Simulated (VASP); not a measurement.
# SrO (P6_3/mmc) in VASP: a series of runs

SrO is run at these levels: PBEsol; tasks: single point.

All numbers are computed with VASP 6.6.1; they aren't measurements. Logs are shortened: lines on timing, memory, paths and dates and some standing lists are left out, and cuts for length are marked.

**1. The cell of the first run**

Symmetry: P6_3/mmc, No. 194, hexagonal system. Conventional cell: a = 3.486 Å, b = 3.486 Å, c = 6.138 Å, α = 90.00°, β = 90.00°, γ = 120.00°. Within 3.3 Å of Sr (site symmetry -3m) lie 6 O at 2.53 Å and 2 Sr at 3.07 Å. Within 3.3 Å of O (site symmetry -6m2) lie 6 Sr at 2.53 Å.

**2. Single point, PBEsol (volume scaled by 0.960)**

The input, INCAR:

```
SYSTEM = SrO
ALGO = Normal
EDIFF = 1E-7
ENCUT = 520
GGA = PS
ISIF = 2
ISMEAR = 0
LASPH = .True.
LCHARG = .False.
LREAL = .False.
LWAVE = .False.
NBANDS = 24
NELM = 100
PREC = Accurate
SIGMA = 0.05
```

The input, KPOINTS:

```
k-points
0
Gamma
  10 10 6
  0 0 0
```

The input, POSCAR:

```
SrO
1.0
    3.4863037406      0.0000000000      0.0000000000
   -1.7431518703      3.0192276047      0.0000000000
    0.0000000000      0.0000000000      6.1378771614
Sr O
2 2
Direct
    0.0000000000      0.0000000000      0.0000000000
    0.0000000000      0.0000000000      0.5000000000
    0.3333333333      0.6666666667      0.2500000000
    0.6666666667      0.3333333333      0.7500000000
```

Potentials or basis: VASP PAW PBE potentials, release 64 (Sr_sv, O).

On the command line:

```bash
$ cat potpaw_PBE.64/Sr_sv/POTCAR potpaw_PBE.64/O/POTCAR > POTCAR
$ mpirun -np 1 vasp_std > vasp.out
```

OUTCAR:

```text
SYSTEM = SrO
   EDIFF = 1E-7
   ENCUT = 520
   GGA = PS
   ISIF = 2
   ISMEAR = 0
   LASPH = .True.
   LREAL = .False.
   NELM = 100
   PREC = Accurate

 ion  position               nearest neighbor table
   1  0.000  0.000  0.000-   3 2.53   4 2.53   4 2.53   3 2.53   4 2.53   3 2.53   2 3.07   2 3.07
                             2 4.64   2 4.64   2 4.64   2 4.64   2 4.64   2 4.64   2 4.64   2 4.64
   2  0.000  0.000  0.500-   3 2.53   4 2.53   4 2.53   3 2.53   4 2.53   3 2.53   1 3.07   1 3.07
                             1 4.64   1 4.64   1 4.64   1 4.64   1 4.64   1 4.64   1 4.64   1 4.64
   3  0.333  0.667  0.250-   1 2.53   2 2.53   1 2.53   2 2.53   1 2.53   2 2.53
   4  0.667  0.333  0.750-   1 2.53   2 2.53   1 2.53   2 2.53   1 2.53   2 2.53

  LATTYP: Found a hexagonal cell.
 ALAT       =     3.4863037406
 C/A-ratio  =     1.7605686762

  Lattice vectors:

 A1 = (   3.4863037406,   0.0000000000,   0.0000000000)
 A2 = (  -1.7431518703,   3.0192276047,   0.0000000000)
 A3 = (   0.0000000000,   0.0000000000,   6.1378771614)

Analysis of symmetry for initial positions (statically):
=====================================================================
 Subroutine PRICEL returns:
 Original cell was already a primitive cell.

 Routine SETGRP: Setting up the symmetry group for a
 hexagonal supercell.

 Subroutine GETGRP returns: Found 24 space group operations
 (whereof 12 operations were pure point group operations)
 out of a pool of 24 trial point group operations.

The static configuration has the point symmetry D_3d.
 The point group associated with its full space group is D_6h.

Analysis of symmetry for dynamics (positions and initial velocities):
=====================================================================
 Subroutine PRICEL returns:
 Original cell was already a primitive cell.

 Routine SETGRP: Setting up the symmetry group for a
 hexagonal supercell.

 Subroutine GETGRP returns: Found 24 space group operations
 (whereof 12 operations were pure point group operations)
 out of a pool of 24 trial point group operations.

The dynamic configuration has the point symmetry D_3d.
 The point group associated with its full space group is D_6h.

 Subroutine INISYM returns: Found 24 space group operations
 (whereof 12 operations are pure point group operations),
 and found     1 'primitive' translations

----------------------------------------------------------------------------------------

                                     Primitive cell

  volume of cell :      64.6070

  direct lattice vectors                    reciprocal lattice vectors
     3.486303741  0.000000000  0.000000000     0.286836740  0.165605269  0.000000000
    -1.743151870  3.019227605  0.000000000     0.000000000  0.331210538  0.000000000
     0.000000000  0.000000000  6.137877161     0.000000000  0.000000000  0.162922778

  length of vectors
     3.486303741  3.486303741  6.137877161     0.331210538  0.331210538  0.162922778

  position of ions in fractional coordinates (direct lattice)
     0.000000000  0.000000000  0.000000000
     0.000000000  0.000000000  0.500000000
     0.333333333  0.666666667  0.250000000
     0.666666667  0.333333333  0.750000000

  ion indices of the primitive-cell ions
   primitive index   ion index
                 1           1
                 2           2
                 3           3
                 4           4

----------------------------------------------------------------------------------------

 KPOINTS: k-points

Automatic generation of k-mesh.
 Grid dimensions read from file:
 generate k-points for:   10   10    6

 Generating k-lattice:

  Cartesian coordinates                     Fractional coordinates (reciprocal lattice)
     0.028683674  0.016560527  0.000000000     0.100000000  0.000000000  0.000000000
     0.000000000  0.033121054  0.000000000     0.000000000  0.100000000  0.000000000
     0.000000000  0.000000000  0.027153796     0.000000000  0.000000000  0.166666667

  Length of vectors
     0.033121054  0.033121054  0.027153796

  Shift w.r.t. Gamma in fractional coordinates (k-lattice)
     0.000000000  0.000000000  0.000000000

 Subroutine IBZKPT returns following result:
 ===========================================

 Found     56 irreducible k-points:

 Following reciprocal coordinates:
            Coordinates               Weight
  0.000000  0.000000  0.000000      1.000000
  0.100000  0.000000  0.000000      6.000000
  0.200000  0.000000  0.000000      6.000000
  0.300000  0.000000  0.000000      6.000000
  0.400000  0.000000  0.000000      6.000000
  0.500000  0.000000  0.000000      3.000000
[... 16 lines left out ...]
  0.300000  0.100000  0.166667     24.000000
  0.400000  0.100000  0.166667     24.000000
 [... further k-points ...]
   k-points           NKPTS =     56   k-points in BZ     NKDIM =     56   number of bands    NBANDS=     24
   number of dos      NEDOS =    301   number of ions     NIONS =      4
   total plane-waves  NPLWV =  37632
   dimension x,y,z NGX =    28 NGY =   28 NGZ =   48
   dimension x,y,z NGXF=    56 NGYF=   56 NGZF=   96
   ions per type =               2   2
   NGX,Y,Z   is equivalent  to a cutoff of  13.35, 13.35, 13.00 a.u.
   NGXF,Y,Z  is equivalent  to a cutoff of  26.70, 26.70, 26.00 a.u.
 SYSTEM =  SrO
   PREC   = accura    normal or accurate (medium, high low for compatibility)
   ISTART =      0    job   : 0-new  1-cont  2-samecut
   ICHARG =      2    charge: 1-file 2-atom 10-const
   ISPIN  =      1    spin polarized calculation?
   LNONCOLLINEAR =      F non collinear calculations
   LSORBIT =      F    spin-orbit coupling
   LASPH  =      T    aspherical Exc in radial PAW
   ENCUT  =  520.0 eV  38.22 Ry    6.18 a.u.   6.48  6.48 11.41*2*pi/ulx,y,z
   NELM   =    100;   NELMIN=  2; NELMDL= -5     # of ELM steps
   EDIFF  = 0.1E-06   stopping-criterion for ELM
   LREAL  =      F    real-space projection
   EDIFFG = 0.1E-05   stopping-criterion for IOM
   NSW    =      0    number of steps for IOM
   IBRION =     -1    ionic relax: 0-MD 1-quasi-New 2-CG
   NFREE  =      0    steps in history (QN), initial steepest desc. (CG)
   ISIF   =      2    stress and relaxation
   ISYM   =      2    0-nonsym 1-usesym 2-fastsym
   POTIM  = 0.5000    time-step for ionic-motion
   TEBEG  =    0.0;   TEEND  =   0.0 temperature during run
   PSTRESS=    0.0 pullay stress
   NELECT =      32.0000    total number of electrons
   NUPDOWN=      -1.0000    fix difference up-down
   EMIN   =  10.00;   EMAX   =-10.00  energy-range for DOS
   EFERMI =   0.00;   METHOD = LEGACY
   ISMEAR =     0;   SIGMA  =   0.05  broadening in eV -4-tet -1-fermi 0-gaus
   EFERMI_NEDOS =   21; number of points for ismear=-14 and -15
   IALGO  =     38    algorithm
   IMIX   =      4    mixing-type and parameters
     AMIX     =   0.40;   BMIX     =  1.00
     AMIX_MAG =   1.60;   BMIX_MAG =  1.00
  volume/ion in A,a.u.               =      16.15       109.00
  Fermi-wavevector in a.u.,A,eV,Ry     =   1.295284  2.447732 22.827326  1.677761
  Thomas-Fermi vector in A             =   2.426814
   LORBIT       =      0    0 simple, 1 ext, 2 COOP (PROOUT), +10 PAW based schemes
   GGA     = PS    functional components
   LHFCALC =     F    Hartree Fock is set to
   AEXX    =    0.0000 exact exchange contribution
   IVDW    =     0    specifies the selected vdW correction
   LEPSILON=     F    determine dielectric tensor
   LRPA    =     F    only Hartree local field effects (RPA)
 non-spin polarized calculation
 Gauss-broadening in eV      SIGMA  =   0.05
  energy-cutoff  :      520.00
  volume of cell :       64.61
 maximum number of plane-waves:      1763
 NGX is ok and might be reduce to    28
   NGX = 13   NGY = 13   NGZ = 23

 number of electron      32.0000003 magnetization

 Free energy of the ion-electron system (eV)
  ---------------------------------------------------
  ext. energy  EPLUGINS =         0.00000000
  ---------------------------------------------------
  free energy    TOTEN  =       -24.62804691 eV

  energy without entropy =      -24.62804691  energy(sigma->0) =      -24.62804691

 E-fermi :   2.1857     XC(G=0): -10.5160

 val. band max:        1.8486852596   @ k =   0.3000   0.3000   0.0000
 cond. band min:       5.2497639259   @ k =   0.0000   0.0000   0.0000
 fundamental gap:      3.4010786664
 Fermi energy:         2.1857000985

 k-point     1 :       0.0000    0.0000    0.0000
  band No.  band energies     occupation
      1     -30.6750      2.00000
      2     -30.4065      2.00000
      3     -15.3450      2.00000
      4     -13.2834      2.00000
      5     -12.2550      2.00000
      6     -12.2550      2.00000
[... 16 lines left out ...]
     23       9.4437      0.00000
     24      10.0554      0.00000

 k-point     2 :       0.1000    0.0000    0.0000
  band No.  band energies     occupation
      1     -30.6604      2.00000
      2     -30.3944      2.00000
      3     -15.2677      2.00000
      4     -13.5589      2.00000
      5     -12.2835      2.00000
      6     -12.1202      2.00000
[... 16 lines left out ...]
     23       9.5488      0.00000
     24      11.0224      0.00000

 k-point     3 :       0.2000    0.0000    0.0000
  band No.  band energies     occupation
      1     -30.6218      2.00000
      2     -30.3626      2.00000
      3     -15.0508      2.00000
      4     -14.0303      2.00000
      5     -12.4048      2.00000
      6     -12.3569      2.00000
[... 16 lines left out ...]
     23       9.9984      0.00000
     24      11.1545      0.00000
[... 514 lines left out ...]
 k-point    23 :       0.3000    0.1000    0.1667
  band No.  band energies     occupation
      1     -30.5303      2.00000
      2     -30.3175      2.00000
      3     -14.7392      2.00000
      4     -14.2622      2.00000
      5     -13.0378      2.00000
      6     -12.6816      2.00000
[... 16 lines left out ...]
     23      11.2227      0.00000
     24      12.2718      0.00000

 k-point    24 :       0.4000    0.1000    0.1667
  band No.  band energies     occupation
      1     -30.5031      2.00000
      2     -30.2946      2.00000
      3     -14.8836      2.00000
      4     -13.8783      2.00000
      5     -13.3667      2.00000
      6     -12.8586      2.00000
[... 16 lines left out ...]
     23      11.6672      0.00000
     24      12.6650      0.00000

 [... further k-points ...]

------------------------ aborting loop because EDIFF is reached ----------------------------------------

  FORCE on cell =-STRESS in cart. coord.  units (eV):
  Direction    XX          YY          ZZ          XY          YZ          ZX
  --------------------------------------------------------------------------------------
  -------------------------------------------------------------------------------------
  Total        1.9271958      1.9271958      2.0278709      0.0000000      0.0000000      0.0000000
  in kB       47.7922148     47.7922148     50.2888408      0.0000000      0.0000000      0.0000000
  external PRESSURE =      48.6244235 kB  Pullay stress =       0.0000000 kB

 VOLUME and BASIS-vectors are now :
 -----------------------------------------------------------------------------
  energy-cutoff  :      520.00
  volume of cell :       64.61
      direct lattice vectors                 reciprocal lattice vectors
     3.486303741  0.000000000  0.000000000     0.286836740  0.165605269  0.000000000
    -1.743151870  3.019227605  0.000000000     0.000000000  0.331210538  0.000000000
     0.000000000  0.000000000  6.137877161     0.000000000  0.000000000  0.162922778

 POSITION                                       TOTAL-FORCE (eV/Angst)
 -----------------------------------------------------------------------------------
      0.00000      0.00000      0.00000        -0.000000      0.000000      0.000000
      0.00000      0.00000      3.06894        -0.000000      0.000000      0.000000
     -0.00000      2.01282      1.53447        -0.000000      0.000000      0.000000
      1.74315      1.00641      4.60341         0.000000      0.000000     -0.000000
 -----------------------------------------------------------------------------------
    total drift:                                0.000000     -0.000000      0.000000

  FREE ENERGIE OF THE ION-ELECTRON SYSTEM (eV)
  ---------------------------------------------------
  free  energy   TOTEN  =       -24.6280469131 eV

  energy  without entropy=      -24.6280469131  energy(sigma->0) =      -24.62804691
```

It took 2.3 min on 1 thread of Intel Xeon Platinum 8488C (Sapphire Rapids), shared host; peak memory 0.23 GiB.

Results:

```
Free energy            : -24.6280 eV
Pressure               : 4.9 GPa
Band gap on the k mesh : 3.40 eV, indirect (the least direct gap lies 3.4 meV higher)
```

Stress tensor (GPa, compression positive):
```
4.78 0.00 0.00
0.00 4.78 0.00
0.00 0.00 5.03
```

Levels at points of the mesh, in eV from the valence-band top:
```csv
k point,band 12,band 13,band 14,band 15,band 16,band 17,band 18,band 19,band 20,band 21
"(0.00, 0.00, 0.00)",-1.11,-1.11,-0.13,0.00,0.00,3.40,4.57,6.68,6.68,7.06
"(0.50, 0.00, 0.00)",-1.66,-1.27,-0.52,-0.20,-0.07,3.56,5.79,7.15,7.78,8.62
"(0.00, 0.00, 0.50)",-1.40,-0.60,-0.60,-0.60,-0.60,5.50,5.50,6.79,6.79,7.41
"(0.50, 0.00, 0.50)",-1.49,-0.91,-0.91,-0.67,-0.67,4.85,4.85,8.57,8.57,9.01
```

Caveat: the PAW data sets were made with another functional, which shifts forces and pressure a little. A k mesh can miss the band edges.

**3. Single point, PBEsol (volume scaled by 0.980)**

The input, INCAR:

```
ALGO = Normal
EDIFF = 1E-7
ENCUT = 520
GGA = PS
ISIF = 2
ISMEAR = 0
LASPH = True
LCHARG = False
LREAL = False
LWAVE = False
NBANDS = 24
NELM = 80
PREC = Accurate
SIGMA = 0.05
```

The input, KPOINTS:

```
k-points
0
Gamma
  10 10 6
```

The input, POSCAR:

```
SrO
1.0
    3.5116811436      0.0000000000      0.0000000000
   -1.7558405718      3.0412050803      0.0000000000
    0.0000000000      0.0000000000      6.1755170877
Sr O
2 2
Direct
    0.0000000000      0.0000000000      0.0000000000
    0.0000000000      0.0000000000      0.5000000000
    0.3333333333      0.6666666667      0.2500000000
    0.6666666667      0.3333333333      0.7500000000
```

Potentials or basis: VASP PAW PBE potentials, release 64 (Sr_sv, O).

On the command line:

```bash
$ cat potpaw_PBE.64/Sr_sv/POTCAR potpaw_PBE.64/O/POTCAR > POTCAR
$ mpirun -np 1 vasp_std > vasp.out
```

Run time: 2.7 min. Hardware: 1 thread of Intel Xeon Platinum 8488C (Sapphire Rapids), shared host; peak memory 0.23 GiB.

Results (log left out):

```yaml
Free_energy: -24.6605 eV
Pressure: 2.7 GPa
Band_gap_on_the_k_mesh: 3.37 eV, direct
```

Stress tensor (GPa, compression positive):
```
2.59 0.00 0.00
0.00 2.59 0.00
0.00 0.00 2.82
```

Levels at points of the mesh, in eV from the valence-band top:
```
           k point  band 14  band 15  band 16  band 17  band 18  band 19
(0.00, 0.00, 0.00)    -0.13     0.00     0.00     3.37     4.45     6.63
(0.50, 0.00, 0.00)    -0.54    -0.22    -0.08     3.56     5.75     7.03
(0.00, 0.00, 0.50)    -0.58    -0.58    -0.58     5.42     5.42     6.65
(0.50, 0.00, 0.50)    -0.89    -0.65    -0.65     4.82     4.82     8.40
```

Caveat: the PAW data sets were made with another functional, which shifts forces and pressure a little. A k mesh can miss the band edges.

(Part 1 of 2 ends here.)
